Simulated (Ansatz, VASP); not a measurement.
**Ge in VASP and in Ansatz**

```
Ge
1.0
     0.00000    2.88048   -2.88048
    -2.88048    0.00000    2.88048
     5.76095    5.76095    5.76095
Ge
6
Direct
  0.33333 0.66667 0.20833
  0.66667 0.33333 0.54167
  0.00000 0.00000 0.87500
  0.00000 0.00000 0.12500
  0.33333 0.66667 0.45833
  0.66667 0.33333 0.79167
```

Alike in both runs: task single point; functional PBE; k mesh 9 × 9 × 3; occupations fermi-dirac, width 0.02 eV; no spin polarisation.

|  | VASP | Ansatz |
| --- | --- | --- |
| version | VASP 6.6.1 | Ansatz 0.2.0 |
| potentials or method | VASP PAW PBE potentials, release 64 (Ge_d) | PAW with Ansatz's default frozen-core files, scalar-relativistic |
| plane-wave cutoff (eV) | 520 | 420 |
| valence electrons in the cell | 84 | 84 |

|  | VASP | Ansatz | Ansatz less VASP |
| --- | --- | --- | --- |
| pressure (GPa) | 0.0 | 0.0 | +0.04 |
